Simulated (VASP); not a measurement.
Crystal: Si2Ge2Ir.

```xyz
10
Lattice="5.6100 0.0000 0.0000 0.0000 5.6100 0.0000 0.0000 0.0000 5.0200" Properties=species:S:1:pos:R:3 pbc="T T T"
Si    3.7868    4.6283    1.2299
Si    0.9818    3.7868    1.2299
Si    1.8233    0.9818    1.2299
Si    4.6283    1.8233    1.2299
Ge    4.6283    3.7868    3.7148
Ge    0.9818    1.8233    3.7148
Ge    3.7868    0.9818    3.7148
Ge    1.8233    4.6283    3.7148
Ir    0.0000    0.0000    0.0000
Ir    2.8050    2.8050    0.0000
```

```yaml
Program: VASP 6.6.1
Task: relaxation of cell and atoms
Functional: PBE
Potentials_or_basis: VASP PAW PBE potentials, release 64 (Si, Ge_d, Ir)
Cutoff: 500 eV
k_mesh: 3 × 3 × 3
Occupations: gaussian, width 0.2 eV
Spin: no spin polarisation
```

At the start: pressure 12.7 GPa; volume 15.80 Å³/atom.

**Question.** Where does the relaxation end?

**Answer.** Over 28 steps the energy falls by 180.1 meV/atom and the volume is 16.87 Å³/atom (+6.8 %); space group P4bm (No. 100, to 0.1 Å) before and after.

Step by step:
```csv
step,energy change (eV),largest force (eV/Å),pressure (GPa),volume (Å³)
1,0.0000,2.0805,12.74,157.99
2,-0.1202,0.5327,-12.35,188.43
3,-0.8767,0.8116,-3.02,172.41
4,-0.8773,0.8233,-2.70,172.02
5,-1.0985,0.5007,-1.14,168.00
6,-1.1839,0.5364,1.37,163.58
7,-1.2649,0.3683,-0.53,164.81
8,-1.2710,0.4521,-1.12,165.24
9,-1.3316,0.3894,0.79,162.79
10,-1.3316,0.3886,0.83,162.74
11,-1.3774,0.3223,-0.12,164.26
12,-1.4087,0.4030,-1.65,167.04
13,-1.4350,0.3925,-1.16,166.64
14,-1.4888,0.3645,0.38,165.46
15,-1.4917,0.6005,3.84,163.07
16,-1.5071,0.4643,2.20,164.17
17,-1.5368,0.4338,1.76,164.83
18,-1.6052,0.3517,0.50,166.82
19,-1.6285,0.3026,-1.86,170.73
20,-1.6427,0.2637,-0.83,168.96
21,-1.6436,0.2680,-1.01,169.26
22,-1.6775,0.2388,-0.79,169.13
23,-1.7072,0.3989,-0.41,168.89
24,-1.7474,0.2550,0.30,168.13
25,-1.7629,0.3312,1.10,167.31
26,-1.7870,0.2401,-0.30,169.01
27,-1.7887,0.2155,-0.81,169.63
28,-1.8010,0.0756,-0.18,168.75
```

Final structure:
```
CELL_PARAMETERS angstrom
5.76789 0.00000 0.00000
0.00000 5.76789 0.00000
0.00000 0.00000 5.07233
ATOMIC_POSITIONS crystal
Si 0.64849 0.85151 0.25340
Si 0.14849 0.64849 0.25340
Si 0.35151 0.14849 0.25340
Si 0.85151 0.35151 0.25340
Ge 0.75445 0.74555 0.71549
Ge 0.24555 0.25445 0.71549
Ge 0.74555 0.24555 0.71549
Ge 0.25445 0.75445 0.71549
Ir 0.00000 0.00000 0.03223
Ir 0.50000 0.50000 0.03223
```

Caveat: the k points lie up to 0.41 Å⁻¹ apart in the final cell; the relaxation stopped at a loose force limit of 0.08 eV/Å, so its end isn't a converged minimum.
